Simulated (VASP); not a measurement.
Write the native input for VASP 6.6.1 that does the following.

- Task: single point
- Functional: PBEsol
- Potentials or basis: VASP PAW PBE potentials, release 64 (Ca_sv, O)
- Cutoff: 520 eV
- k mesh: 18 × 18 × 18
- Occupations: fermi-dirac, width 0.05 eV
- Spin: no spin polarisation
- Dipole correction: no
- Further INCAR settings: ALGO = Normal; EDIFF = 1e-07; NBANDS = 15

The structure of CaO lies in POSCAR:

```
CaO
1.0
    0.0000000000      2.3835738961      2.3835738961
    2.3835738961      0.0000000000      2.3835738961
    2.3835738961      2.3835738961      0.0000000000
Ca O
1 1
Direct
    0.0000000000      0.0000000000      0.0000000000
    0.5000000000      0.5000000000      0.5000000000
```

These files were run (other wordings do the same):

INCAR

```
SYSTEM = CaO
  PREC = Accurate
  ENCUT = 520
  EDIFF = 1E-7
  ISMEAR = -1
  SIGMA = 0.05
  LREAL = .FALSE.
  LASPH = .TRUE.
  NELM = 80
  ALGO = Normal
  ISIF = 2
  LWAVE = .FALSE.
  LCHARG = .TRUE.
  GGA = PS
  LELF = .TRUE.
  LVHAR = .TRUE.
  NBANDS = 15
```

KPOINTS

```
regular mesh
0
G
  18 18 18
  0 0 0
```

Potentials or basis: VASP PAW PBE potentials, release 64 (Ca_sv, O).

Launch:

```console
$ cat potpaw_PBE.64/Ca_sv/POTCAR potpaw_PBE.64/O/POTCAR > POTCAR
$ mpirun -np 1 vasp_std > vasp.out
```

Results of the run:

```json
{"Pressure": "0.7 GPa", "Band gap on the k mesh": "3.52 eV, indirect (least direct gap 3.89 eV)"}
```

Caveat: the PAW data sets were made with another functional, which shifts forces and pressure a little.

Wall time 54 s on 1 thread of Intel(R) Xeon(R) Platinum 8488C (Sapphire Rapids), with other jobs on the host, peak memory 0.21 GiB.
